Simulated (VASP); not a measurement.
A run of VASP 6.6.1:

Contents of POSCAR:

```
Be
1.0
   -1.2531209500      1.2531209500      1.2531209500
    1.2531209500     -1.2531209500      1.2531209500
    1.2531209500      1.2531209500     -1.2531209500
Be
1
Direct
    0.0000000000      0.0000000000      0.0000000000
```

Contents of INCAR.step1:

```
ALGO     = Normal         # electronic algorithm
EDIFF    = 1E-6           # SCF threshold, eV
ENCUT    = 520            # plane-wave cutoff, eV
GGA      = PS             # functional
GGA_COMPAT= F            
ISIF     = 2              # what is computed and relaxed
ISMEAR   = 0              # smearing method
IVDW     = 13             # dispersion correction
LASPH    = T              # aspherical terms in the spheres
LCHARG   = T              # write CHGCAR
LORBIT   = 11             # projections on sites
LREAL    = F              # projectors in reciprocal space
LWAVE    = F              # write WAVECAR
NBANDS   = 7              # bands
NEDOS    = 2001           # points of the DOS
NELM     = 120            # most SCF steps
PREC     = Accurate       # precision mode
SIGMA    = 0.01           # smearing width, eV
```

Contents of KPOINTS.step1:

```
k-points
0
Gamma
  15 15 15
```

INCAR.step2

```
ALGO     = Normal         # electronic algorithm
EDIFF    = 1E-6           # SCF threshold, eV
ENCUT    = 520            # plane-wave cutoff, eV
GGA      = PS             # functional
GGA_COMPAT= F            
ICHARG   = 11             # starting density
ISIF     = 2              # what is computed and relaxed
ISMEAR   = -5             # smearing method
IVDW     = 13             # dispersion correction
LASPH    = T              # aspherical terms in the spheres
LCHARG   = F              # write CHGCAR
LORBIT   = 11             # projections on sites
LREAL    = F              # projectors in reciprocal space
LWAVE    = F              # write WAVECAR
NBANDS   = 7              # bands
NEDOS    = 1001           # points of the DOS
NELM     = 120            # most SCF steps
PREC     = Accurate       # precision mode
SIGMA    = 0.01           # smearing width, eV
```

File KPOINTS.step2:

```
k-points
0
Gamma
  23 23 23
```

Potentials or basis: VASP PAW PBE potentials, release 64 (Be).

The run is started by

```console
$ cat potpaw_PBE.64/Be/POTCAR > POTCAR
$ cp INCAR.step1 INCAR
$ cp KPOINTS.step1 KPOINTS
$ mpirun -np 1 vasp_std > vasp.out
$ cp INCAR.step2 INCAR
$ cp KPOINTS.step2 KPOINTS
$ mpirun -np 1 vasp_std > vasp.out
```

Hardware: 1 thread of AMD EPYC 7R13 Processor (Zen 3), with other jobs on the host.

**Question.** How long does it take, and how much memory?

**Answer.** Wall time 16 s on 1 thread of AMD EPYC 7R13 Processor (Zen 3) (shared host), peak memory 0.11 GiB. Counts: k points 364.
